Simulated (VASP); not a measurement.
Wanted: the native input for a VASP 6.6.1 run.

| Item | Value |
| --- | --- |
| Task | relaxation of cell and atoms |
| Functional | PBE |
| Potentials or basis | VASP PAW PBE potentials, release 64 (Ta_pv, F) |
| Cutoff | 600 eV |
| k mesh | 6 × 6 × 6 |
| Occupations | gaussian, width 0.1 eV |
| Spin | no spin polarisation |
| Dipole correction | no |
| Further INCAR settings | ALGO = Normal; EDIFF = 1e-07; IBRION = 2; EDIFFG = -0.04; NSW = 90; ISIF = 3 |

The structure of TaF3 lies in POSCAR:

```
TaF3
1.0
    4.3222321236      0.0000000000      0.0000000000
   -2.1611160618      3.7431628201      0.0000000000
    0.0000000000      0.0000000000      3.0494807880
Ta F
1 3
Direct
    0.0000000000      0.0000000000      0.0000000000
    0.5000000000      0.0000000000      0.0000000000
    0.0000000000      0.5000000000      0.0000000000
    0.5000000000      0.5000000000      0.0000000000
```

The cell was built from a structure type or drawn by symmetry, and may not be a known phase.

One way to write it, as run:

INCAR

```
ALGO = Normal ; EDIFF = 1E-7
EDIFFG = -0.04 ; ENCUT = 600
GGA = PE ; IBRION = 2
ISIF = 3 ; ISMEAR = 0
LASPH = True ; LCHARG = False
LREAL = False ; LWAVE = False
NELM = 100 ; NSW = 90
PREC = Accurate ; SIGMA = 0.1
```

KPOINTS

```
k-points
0
Gamma
  6 6 6
```

Potentials or basis: VASP PAW PBE potentials, release 64 (Ta_pv, F).

Command:

```console
$ cat potpaw_PBE.64/Ta_pv/POTCAR potpaw_PBE.64/F/POTCAR > POTCAR
$ mpirun -np 1 vasp_std > vasp.out
```

It gave:

```yaml
Relaxed_volume: 11.60 Å³/atom
Relaxed_cell: a = 4.333 Å, b = 4.333 Å, c = 2.853 Å, α = 90.00°, β = 90.00°, γ = 120.00°
Space_group_after_relaxing_to_0.1_Å: P6/mmm (No. 191)
Energy_gained_by_relaxing: 25.3 meV/atom
Ionic_steps: 5
Pressure_after_relaxing: 0.0 GPa
Band_gap_on_the_k_mesh: zero (bands 16 and 17 overlap by 2.08 eV)
```

Caveat: spin-orbit coupling is left out, which moves the levels of the heavy elements.

Wall time 2.7 min on 1 thread of Intel Xeon 8259CL (shared host), peak memory 0.21 GiB.
